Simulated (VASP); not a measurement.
## TaN: single point with r2SCAN+U

Crystal: TaN.

```
Ta N
1.0
     5.19600    0.00000    0.00000
    -2.59800    4.49987    0.00000
     0.00000    0.00000    2.91100
Ta N
3 3
Direct
  0.00000 0.00000 0.00000
  0.66667 0.33333 0.50000
  0.33333 0.66667 0.50000
  0.00000 0.39285 0.00000
  0.60715 0.60715 0.00000
  0.39285 0.00000 0.00000
```

| Property | Result |
| --- | --- |
| Program | VASP 6.6.1 |
| Task | single point |
| Functional | r2SCAN |
| Potentials or basis | VASP PAW PBE potentials, release 64 (Ta_sv_GW, N) |
| Cutoff | 770 eV |
| k mesh | 5 × 5 × 8 |
| Occupations | fermi-dirac, width 0.05 eV |
| Spin | no spin polarisation |
| Hubbard terms | Ta d U = 7.0 eV |
| Dipole correction | no |
| Further INCAR settings | ALGO = Normal; EDIFF = 1e-06; NBANDS = 36 |

```
Pressure               : 23.6 GPa
Largest force          : 0.437 eV/Å
Band gap on the k mesh : zero (bands 27 and 28 overlap by 2.96 eV)
```

Forces on the atoms (eV/Å):
```
Ta   0.000  0.000  0.000
Ta   0.000  0.000  0.000
Ta   0.000  0.000  0.000
N   -0.219  0.379  0.000
N   -0.219 -0.379  0.000
N    0.437  0.000  0.000
```

Stress tensor (GPa, compression positive):
```
22.38  0.00  0.00
 0.00 22.38  0.00
 0.00  0.00 25.99
```

Levels at points of the mesh, in eV from the Fermi level:
| k point | band 24 | band 25 | band 26 | band 27 | band 28 | band 29 | band 30 | band 31 |
| --- | --- | --- | --- | --- | --- | --- | --- | --- |
| (0.00, 0.00, 0.00) | -5.03 | -4.17 | -2.26 | -0.92 | -0.92 | 1.27 | 1.27 | 1.82 |
| (0.00, 0.00, 0.50) | -5.00 | -3.05 | -3.05 | 1.54 | 2.42 | 2.42 | 2.54 | 2.54 |

Eigenvalues of the final occupation matrices:
```csv
site,spin,trace,eigenvalues
site 1 d,1,1.03,0.16 0.16 0.20 0.20 0.32
site 1 d,2,1.03,0.16 0.16 0.20 0.20 0.32
site 2 d,1,1.01,0.18 0.18 0.20 0.20 0.26
site 2 d,2,1.01,0.18 0.18 0.20 0.20 0.26
site 3 d,1,1.01,0.18 0.18 0.20 0.20 0.26
site 3 d,2,1.01,0.18 0.18 0.20 0.20 0.26
```

Wall time 4.4 min on 1 thread of Intel(R) Xeon(R) Platinum 8375C CPU @ 2.90GHz (Ice Lake) (shared host), peak memory 0.32 GiB.

Caveat: the cell stands under pressure; the PAW data sets were made with another functional, which shifts forces and pressure a little; spin-orbit coupling is left out, which moves the levels of the heavy elements; U without spin polarisation on a metal has little footing.
